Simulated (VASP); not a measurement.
# PbO (Pm-3m) in VASP: further runs

PbO is run at these levels: HSE06, PBE; tasks: single point, relaxation of cell and atoms.

Program: VASP 6.6.1. These are calculated values, not measurements. Logs are shortened: lines on timing, memory, paths and dates and some standing lists are left out, and cuts for length are marked.

**1. The cell of the first run**

Symmetry: Pm-3m, No. 221, cubic system. The conventional cell has a = 3.171 Å, b = 3.171 Å, c = 3.171 Å, α = 90.00°, β = 90.00°, γ = 90.00°. Within 3.6 Å of Pb (site symmetry m-3m) lie 8 O at 2.75 Å and 6 Pb at 3.17 Å. O (site symmetry m-3m) has 8 Pb at 2.75 Å and 6 O at 3.17 Å within 3.6 Å.

**2. Single point, HSE06**

Contents of POSCAR:

```
PbO
1.0
    3.1705073555      0.0000000000      0.0000000000
    0.0000000000      3.1705073555      0.0000000000
    0.0000000000      0.0000000000      3.1705073555
Pb O
1 1
Direct
    0.0000000000      0.0000000000      0.0000000000
    0.5000000000      0.5000000000      0.5000000000
```

Contents of INCAR.step1:

```
SYSTEM = PbO
PREC     = Accurate       ! precision mode
ENCUT    = 520            ! plane-wave cutoff, eV
EDIFF    = 1E-5           ! SCF threshold, eV
ISMEAR   = -1             ! smearing method
SIGMA    = 0.02           ! smearing width, eV
LREAL    = .False.        ! projectors in reciprocal space
LASPH    = .True.         ! aspherical terms in the spheres
NELM     = 80             ! most SCF steps
ALGO     = Normal         ! electronic algorithm
ISIF     = 2              ! what is computed and relaxed
LWAVE    = .True.         ! write WAVECAR
LCHARG   = .False.        ! write CHGCAR
NBANDS   = 17             ! bands
GGA      = PE             ! functional
```

Contents of INCAR.step2:

```
SYSTEM = PbO
PREC     = Accurate       ! precision mode
ENCUT    = 520            ! plane-wave cutoff, eV
EDIFF    = 1E-7           ! SCF threshold, eV
ISMEAR   = -1             ! smearing method
SIGMA    = 0.02           ! smearing width, eV
LREAL    = .False.        ! projectors in reciprocal space
LASPH    = .True.         ! aspherical terms in the spheres
NELM     = 80             ! most SCF steps
ALGO     = Normal         ! electronic algorithm
ISIF     = 2              ! what is computed and relaxed
LWAVE    = .False.        ! write WAVECAR
LCHARG   = .False.        ! write CHGCAR
GGA      = PE             ! functional
LHFCALC  = .True.         ! exact exchange
HFSCREEN = 0.2079         ! screening, 1/A
PRECFOCK = Normal       
NBANDS   = 17             ! bands
ISTART   = 1
```

Contents of KPOINTS:

```
Automatic mesh
0
Gamma
  6 6 6
  0 0 0
```

Potentials or basis: VASP PAW PBE potentials, release 64 (Pb_d, O).

Started as:

```
cat potpaw_PBE.64/Pb_d/POTCAR potpaw_PBE.64/O/POTCAR > POTCAR
cp INCAR.step1 INCAR
mpirun -np 1 vasp_std > vasp.out
cp INCAR.step2 INCAR
mpirun -np 1 vasp_std > vasp.out
```

OUTCAR:

```text
SYSTEM = PbO
   PREC = Accurate
   ENCUT = 520
   EDIFF = 1E-7
   ISMEAR = -1
   LREAL = .False.
   LASPH = .True.
   NELM = 80
   ISIF = 2
   GGA = PE
   LHFCALC = .True.
   HFSCREEN = 0.2079
   PRECFOCK = Normal
   ISTART = 1

 ion  position               nearest neighbor table
   1  0.000  0.000  0.000-   2 2.75   2 2.75   2 2.75   2 2.75   2 2.75   2 2.75   2 2.75   2 2.75

   2  0.500  0.500  0.500-   1 2.75   1 2.75   1 2.75   1 2.75   1 2.75   1 2.75   1 2.75   1 2.75

  LATTYP: Found a simple cubic cell.
 ALAT       =     3.1705073555

  Lattice vectors:

 A1 = (   3.1705073555,   0.0000000000,   0.0000000000)
 A2 = (   0.0000000000,   3.1705073555,   0.0000000000)
 A3 = (   0.0000000000,   0.0000000000,   3.1705073555)

Analysis of symmetry for initial positions (statically):
=====================================================================
 Subroutine PRICEL returns:
 Original cell was already a primitive cell.

 Routine SETGRP: Setting up the symmetry group for a
 simple cubic supercell.

 Subroutine GETGRP returns: Found 48 space group operations
 (whereof 48 operations were pure point group operations)
 out of a pool of 48 trial point group operations.

The static configuration has the point symmetry O_h .

Analysis of symmetry for dynamics (positions and initial velocities):
=====================================================================
 Subroutine PRICEL returns:
 Original cell was already a primitive cell.

 Routine SETGRP: Setting up the symmetry group for a
 simple cubic supercell.

 Subroutine GETGRP returns: Found 48 space group operations
 (whereof 48 operations were pure point group operations)
 out of a pool of 48 trial point group operations.

The dynamic configuration has the point symmetry O_h .

 Subroutine INISYM returns: Found 48 space group operations
 (whereof 48 operations are pure point group operations),
 and found     1 'primitive' translations

----------------------------------------------------------------------------------------

                                     Primitive cell

  volume of cell :      31.8703

  direct lattice vectors                    reciprocal lattice vectors
     3.170507355  0.000000000  0.000000000     0.315406933  0.000000000  0.000000000
     0.000000000  3.170507355  0.000000000     0.000000000  0.315406933  0.000000000
     0.000000000  0.000000000  3.170507355     0.000000000  0.000000000  0.315406933

  length of vectors
     3.170507355  3.170507355  3.170507355     0.315406933  0.315406933  0.315406933

  position of ions in fractional coordinates (direct lattice)
     0.000000000  0.000000000  0.000000000
     0.500000000  0.500000000  0.500000000

  ion indices of the primitive-cell ions
   primitive index   ion index
                 1           1
                 2           2

----------------------------------------------------------------------------------------

 KPOINTS: Automatic mesh

Automatic generation of k-mesh.
 Grid dimensions read from file:
 generate k-points for:    6    6    6

 Generating k-lattice:

  Cartesian coordinates                     Fractional coordinates (reciprocal lattice)
     0.052567822  0.000000000  0.000000000     0.166666667  0.000000000  0.000000000
     0.000000000  0.052567822  0.000000000     0.000000000  0.166666667  0.000000000
     0.000000000  0.000000000  0.052567822     0.000000000  0.000000000  0.166666667

  Length of vectors
     0.052567822  0.052567822  0.052567822

  Shift w.r.t. Gamma in fractional coordinates (k-lattice)
     0.000000000  0.000000000  0.000000000

 Subroutine IBZKPT returns following result:
 ===========================================

 Found     20 irreducible k-points:

 Following reciprocal coordinates:
            Coordinates               Weight
  0.000000  0.000000  0.000000      1.000000
  0.166667  0.000000  0.000000      6.000000
  0.333333  0.000000  0.000000      6.000000
  0.500000  0.000000  0.000000      3.000000
  0.166667  0.166667  0.000000     12.000000
  0.333333  0.166667  0.000000     24.000000
[... 12 lines left out ...]
  0.500000  0.500000  0.333333      6.000000
  0.500000  0.500000  0.500000      1.000000
   k-points           NKPTS =     20   k-points in BZ     NKDIM =    216   number of bands    NBANDS=     17
   number of dos      NEDOS =    301   number of ions     NIONS =      2
   total plane-waves  NPLWV =  13824
   dimension x,y,z NGX =    24 NGY =   24 NGZ =   24
   dimension x,y,z NGXF=    48 NGYF=   48 NGZF=   48
   ions per type =               1   1
   NGX,Y,Z   is equivalent  to a cutoff of  12.58, 12.58, 12.58 a.u.
   NGXF,Y,Z  is equivalent  to a cutoff of  25.17, 25.17, 25.17 a.u.
 SYSTEM =  PbO
   PREC   = accura    normal or accurate (medium, high low for compatibility)
   ISTART =      1    job   : 0-new  1-cont  2-samecut
   ICHARG =      0    charge: 1-file 2-atom 10-const
   ISPIN  =      1    spin polarized calculation?
   LNONCOLLINEAR =      F non collinear calculations
   LSORBIT =      F    spin-orbit coupling
   LASPH  =      T    aspherical Exc in radial PAW
   ENCUT  =  520.0 eV  38.22 Ry    6.18 a.u.   5.90  5.90  5.90*2*pi/ulx,y,z
   NELM   =     80;   NELMIN=  2; NELMDL=  0     # of ELM steps
   EDIFF  = 0.1E-06   stopping-criterion for ELM
   LREAL  =      F    real-space projection
   EDIFFG = 0.1E-05   stopping-criterion for IOM
   NSW    =      0    number of steps for IOM
   IBRION =     -1    ionic relax: 0-MD 1-quasi-New 2-CG
   NFREE  =      0    steps in history (QN), initial steepest desc. (CG)
   ISIF   =      2    stress and relaxation
   ISYM   =      3    0-nonsym 1-usesym 2-fastsym
   POTIM  = 0.5000    time-step for ionic-motion
   TEBEG  =    0.0;   TEEND  =   0.0 temperature during run
   PSTRESS=    0.0 pullay stress
   NELECT =      20.0000    total number of electrons
   NUPDOWN=      -1.0000    fix difference up-down
   EMIN   =  10.00;   EMAX   =-10.00  energy-range for DOS
   EFERMI =   0.00;   METHOD = LEGACY
   ISMEAR =    -1;   SIGMA  =   0.02  broadening in eV -4-tet -1-fermi 0-gaus
   EFERMI_NEDOS =   21; number of points for ismear=-14 and -15
   IALGO  =     38    algorithm
   IMIX   =      1    mixing-type and parameters
     AMIX     =   0.40;   BMIX     =  1.00
     AMIX_MAG =   1.60;   BMIX_MAG =  1.00
  volume/ion in A,a.u.               =      15.94       107.54
  Fermi-wavevector in a.u.,A,eV,Ry     =   1.401596  2.648632 26.728241  1.964470
  Thomas-Fermi vector in A             =   2.524441
   LORBIT       =      0    0 simple, 1 ext, 2 COOP (PROOUT), +10 PAW based schemes
   GGA     = PE    functional components
   LHFCALC =     T    Hartree Fock is set to
   PRECFOCK=normal    Normal, Fast or Accurate (Low or Medium for compatibility)
   ENCUT4O =  -1.0   cutoff for four orbital integrals eV
   NKREDX  =     1    reduce k-point grid by
   NKREDY  =     1    reduce k-point grid by
   NKREDZ  =     1    reduce k-point grid by
   AEXX    =    0.2500 exact exchange contribution
   HFSCREEN=    0.2079 screening length (either q_TF or 0.3 A-1)
   HFSCREENC=   0.2079 screening length for correlation (either q_TF or 0.3 A-1)
   ENCUTFOCK=  -1.0 apply spherical cutoff to Coloumb kernel
   IVDW    =     0    specifies the selected vdW correction
   LEPSILON=     F    determine dielectric tensor
   LRPA    =     F    only Hartree local field effects (RPA)
 non-spin polarized calculation
  energy-cutoff  :      520.00
  volume of cell :       31.87
 maximum number of plane-waves:       912
 NGX is ok and might be reduce to    24
  NGX = 18; NGY = 18; NGZ = 18

 number of electron      19.9999996 magnetization

 Free energy of the ion-electron system (eV)
  ---------------------------------------------------
  ext. energy  EPLUGINS =         0.00000000
  ---------------------------------------------------
  free energy    TOTEN  =       -11.99834468 eV

  energy without entropy =      -11.99834091  energy(sigma->0) =      -11.99834279

 E-fermi :   7.0763     XC(G=0):  -9.3341

 val. band max:        6.9189105588   @ k =   0.5000   0.0000   0.0000
 cond. band min:       7.2336377888   @ k =   0.5000   0.0000   0.0000
 fundamental gap:      0.3147272300
 Fermi energy:         7.0762742002

 k-point     1 :       0.0000    0.0000    0.0000
  band No.  band energies     occupation
      1     -12.5002      2.00000
      2     -11.6684      2.00000
      3     -11.6684      2.00000
      4     -10.9460      2.00000
      5     -10.9460      2.00000
      6     -10.9460      2.00000
[... 9 lines left out ...]
     16      25.9526      0.00000
     17      27.1708      0.00000

 k-point     2 :       0.1667    0.0000    0.0000
  band No.  band energies     occupation
      1     -12.3269      2.00000
      2     -11.6589      2.00000
      3     -11.5429      2.00000
      4     -10.9985      2.00000
      5     -10.9985      2.00000
      6     -10.9417      2.00000
[... 9 lines left out ...]
     16      25.1000      0.00000
     17      26.6514      0.00000

 k-point     3 :       0.3333    0.0000    0.0000
  band No.  band energies     occupation
      1     -11.9456      2.00000
      2     -11.6397      2.00000
      3     -11.2989      2.00000
      4     -11.1016      2.00000
      5     -11.1016      2.00000
      6     -10.9332      2.00000
[... 9 lines left out ...]
     16      23.0088      0.00000
     17      26.7312      0.00000

 k-point     4 :       0.5000    0.0000    0.0000
  band No.  band energies     occupation
      1     -11.7253      2.00000
      2     -11.6301      2.00000
      3     -11.1923      2.00000
      4     -11.1522      2.00000
      5     -11.1522      2.00000
      6     -10.9290      2.00000
[... 9 lines left out ...]
     16      25.3983      0.00000
     17      25.4689      0.00000

 k-point     5 :       0.1667    0.1667    0.0000
  band No.  band energies     occupation
      1     -12.2232      2.00000
      2     -11.5940      2.00000
      3     -11.4691      2.00000
      4     -10.9983      2.00000
      5     -10.9889      2.00000
      6     -10.9867      2.00000
[... 9 lines left out ...]
     16      23.8836      0.00000
     17      26.0543      0.00000

 k-point     6 :       0.3333    0.1667    0.0000
  band No.  band energies     occupation
      1     -12.0559      2.00000
      2     -11.5568      2.00000
      3     -11.2350      2.00000
      4     -11.0925      2.00000
      5     -10.9801      2.00000
      6     -10.8950      2.00000
[... 9 lines left out ...]
     16      25.0044      0.00000
     17      25.0494      0.00000
[... 201 lines left out ...]
 k-point    17 :       0.3333    0.3333    0.3333
  band No.  band energies     occupation
      1     -12.0015      2.00000
      2     -11.2756      2.00000
      3     -11.2756      2.00000
      4     -11.0034      2.00000
      5     -11.0034      2.00000
      6     -10.4882      2.00000
[... 9 lines left out ...]
     16      21.4538      0.00000
     17      29.4288      0.00000

 k-point    18 :       0.5000    0.3333    0.3333
  band No.  band energies     occupation
      1     -11.9504      2.00000
      2     -11.3406      2.00000
      3     -11.2684      2.00000
      4     -10.9983      2.00000
      5     -10.8504      2.00000
      6     -10.5239      2.00000
[... 9 lines left out ...]
     16      22.1551      0.00000
     17      29.0181      0.00000

 k-point    19 :       0.5000    0.5000    0.3333
  band No.  band energies     occupation
      1     -11.8421      2.00000
      2     -11.3329      2.00000
      3     -11.3329      2.00000
      4     -10.9226      2.00000
      5     -10.7625      2.00000
      6     -10.6600      2.00000
[... 9 lines left out ...]
     16      21.9035      0.00000
     17      28.4207      0.00000

 k-point    20 :       0.5000    0.5000    0.5000
  band No.  band energies     occupation
      1     -11.4044      2.00000
      2     -11.4044      2.00000
      3     -11.4044      2.00000
      4     -11.0861      2.00000
      5     -10.7595      2.00000
      6     -10.7595      2.00000
[... 9 lines left out ...]
     16      21.7663      0.00000
     17      27.4648      0.00000

------------------------ aborting loop because EDIFF is reached ----------------------------------------

  FORCE on cell =-STRESS in cart. coord.  units (eV):
  Direction    XX          YY          ZZ          XY          YZ          ZX
  --------------------------------------------------------------------------------------
  -------------------------------------------------------------------------------------
  Total        0.0153644      0.0153644      0.0153644      0.0000000      0.0000000     -0.0000000
  in kB        0.7723958      0.7723958      0.7723958      0.0000000      0.0000000     -0.0000000
  external PRESSURE =       0.7723958 kB  Pullay stress =       0.0000000 kB

 VOLUME and BASIS-vectors are now :
 -----------------------------------------------------------------------------
  energy-cutoff  :      520.00
  volume of cell :       31.87
      direct lattice vectors                 reciprocal lattice vectors
     3.170507355  0.000000000  0.000000000     0.315406933  0.000000000  0.000000000
     0.000000000  3.170507355  0.000000000     0.000000000  0.315406933  0.000000000
     0.000000000  0.000000000  3.170507355     0.000000000  0.000000000  0.315406933

 POSITION                                       TOTAL-FORCE (eV/Angst)
 -----------------------------------------------------------------------------------
      0.00000      0.00000      0.00000         0.000000      0.000000      0.000000
      1.58525      1.58525      1.58525         0.000000      0.000000      0.000000
 -----------------------------------------------------------------------------------
    total drift:                                0.000003      0.000003      0.000003

  FREE ENERGIE OF THE ION-ELECTRON SYSTEM (eV)
  ---------------------------------------------------
  free  energy   TOTEN  =       -11.9983446791 eV

  energy  without entropy=      -11.9983409093  energy(sigma->0) =      -11.99834279
```

It took 52 min on 1 thread of AMD EPYC 7R43 (Zen 3), shared host; peak memory 0.23 GiB.

Results:

* Free energy: -11.9983 eV
* Pressure: 0.1 GPa
* Band gap on the k mesh: 0.31 eV

Caveat: the structure was generated, so it needn't be the stable form of PbO; the PAW data sets were made with another functional, which shifts forces and pressure a little; spin-orbit coupling is left out, which moves the levels of the heavy elements.

**3. Relaxation of cell and atoms, PBE**

This run uses another cell than the first one, of 9.16 Å³/atom.

Contents of INCAR:

```
PREC     = Accurate       # precision mode
ENCUT    = 1340           # plane-wave cutoff, eV
EDIFF    = 1E-7           # SCF threshold, eV
ISMEAR   = -1             # smearing method
SIGMA    = 0.02           # smearing width, eV
LREAL    = F              # projectors in reciprocal space
LASPH    = T              # aspherical terms in the spheres
NELM     = 120            # most SCF steps
ALGO     = Normal         # electronic algorithm
ISIF     = 3              # what is computed and relaxed
LWAVE    = F              # write WAVECAR
LCHARG   = F              # write CHGCAR
GGA      = PE             # functional
IBRION   = 2              # ionic algorithm
NSW      = 80             # ionic steps
EDIFFG   = -0.005         # ionic threshold
GGA_COMPAT= F            
NELMIN   = 4
```

Contents of KPOINTS:

```
regular mesh
0
Gamma
  8 8 8
```

Contents of POSCAR:

```
PbO
1.0
    2.6358499301      0.0000000000      0.0000000000
    0.0000000000      2.6358499301      0.0000000000
    0.0000000000      0.0000000000      2.6358499301
Pb O
1 1
Direct
    0.0000000000      0.0000000000      0.0000000000
    0.5000000000      0.5000000000      0.5000000000
```

Potentials or basis: VASP PAW PBE potentials, release 64 (Pb_d, O_h).

Started as:

```
cat potpaw_PBE.64/Pb_d/POTCAR potpaw_PBE.64/O_h/POTCAR > POTCAR
mpirun -np 1 vasp_std > vasp.out
```

It took 2.5 min on 1 thread of AMD EPYC 7R13 (Zen 3), shared host; peak memory 0.19 GiB.

Results (log left out):

```yaml
Free_energy: -9.7466 eV
Relaxed_volume: 16.57 Å³/atom
Relaxed_cell: a = 3.212 Å, b = 3.212 Å, c = 3.212 Å, α = 90.00°, β = 90.00°, γ = 90.00°
Space_group_after_relaxing_to_0.1_Å: Pm-3m (No. 221)
Energy_gained_by_relaxing: 2988.7 meV/atom
Ionic_steps: 8
Pressure_after_relaxing: 0.0 GPa
Band_gap_on_the_k_mesh: 0.39 eV (least direct gap 0.71 eV)
```

The path:
```tsv
step	energy change (eV)	largest force (eV/Å)	pressure (GPa)	volume (Å³)
1	0.0000	0.0000	224.57	18.31
2	-0.6835	0.0000	-25.75	77.74
3	-5.8459	0.0000	-9.11	37.32
4	-5.9301	0.0000	-5.93	35.55
5	-5.9768	0.0000	0.74	32.90
6	-5.9772	0.0000	-0.32	33.25
7	-5.9773	0.0000	0.09	33.11
8	-5.9773	0.0000	0.00	33.14
```

Final structure:
```yaml
crystal:
  lattice:
    - [3.21215, 0.00000, 0.00000]
    - [0.00000, 3.21215, 0.00000]
    - [0.00000, 0.00000, 3.21215]
  atoms:
    - { symbol: Pb, position: [0.00000, 0.00000, 0.00000] }
    - { symbol: O, position: [0.50000, 0.50000, 0.50000] }
```

Levels at points of the mesh, in eV from the valence-band top:
| k point | band 7 | band 8 | band 9 | band 10 | band 11 | band 12 | band 13 | band 14 |
| --- | --- | --- | --- | --- | --- | --- | --- | --- |
| (0.00, 0.00, 0.00) | -8.26 | -1.59 | -1.59 | -1.59 | 8.51 | 8.51 | 8.51 | 9.76 |
| (0.50, 0.00, 0.00) | -8.89 | -0.82 | -0.82 | -0.32 | 0.39 | 7.79 | 7.79 | 11.14 |
| (0.50, 0.50, 0.00) | -5.87 | -4.30 | -4.30 | -0.81 | 3.99 | 3.99 | 9.79 | 10.56 |
| (0.50, 0.50, 0.50) | -3.42 | -2.04 | -2.04 | -2.04 | 0.87 | 0.87 | 0.87 | 13.20 |

Caveat: the volume moved by over 15 % at a fixed basis, so the end points are rough; the structure was generated, so it needn't be the stable form of PbO; spin-orbit coupling is left out, which moves the levels of the heavy elements. A k mesh can miss the band edges.
